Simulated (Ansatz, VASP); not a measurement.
Si in VASP and in Ansatz

```xyz
17
Lattice="0.0000 5.4300 5.4300 5.4300 0.0000 5.4300 5.4300 5.4300 0.0000" Properties=species:S:1:pos:R:3 pbc="T T T"
Si   -0.0015   -0.0071    0.0040
Si    1.3613    1.3522    1.3250
Si    2.7210    2.7152    0.0053
Si    4.0726    4.0718    1.3573
Si    2.7418   -0.0295    2.6915
Si    4.1080    1.3538    4.0717
Si    5.4254    2.7169    2.7096
Si    6.7885    4.0329    4.0727
Si   -0.0172    2.7297    2.6971
Si    1.3600    4.1024    4.0745
Si    2.7195    5.4232    2.7131
Si    4.0407    6.7823    4.0755
Si    2.7403    2.7340    5.4546
Si    4.0775    4.0629    6.7918
Si    5.4072    5.4006    5.4561
Si    6.7875    6.7839    6.8221
Si    6.7929    6.7768    4.0769
```

Alike in both runs: functional PBE; k mesh 2 × 2 × 2; occupations gaussian, width 0.02 eV; no spin polarisation.

Ansatz relaxed the structure, and its values are those at the end. VASP's run is a single point on that final structure, the one shown.

|  | VASP | Ansatz |
| --- | --- | --- |
| version | VASP 6.6.1 | Ansatz 0.2.0 |
| potentials or method | VASP PAW PBE potentials, release 64 (Si), cutoff 520 eV | scalar-relativistic, plane waves, PAW |
| valence electrons in the cell | 68 | 68 |

```csv
,VASP,Ansatz,Ansatz less VASP
rms of the force components (eV/Å),0.011,0.011,-0.0001
```

The k mesh is coarse, so the values compare programs but aren't converged.
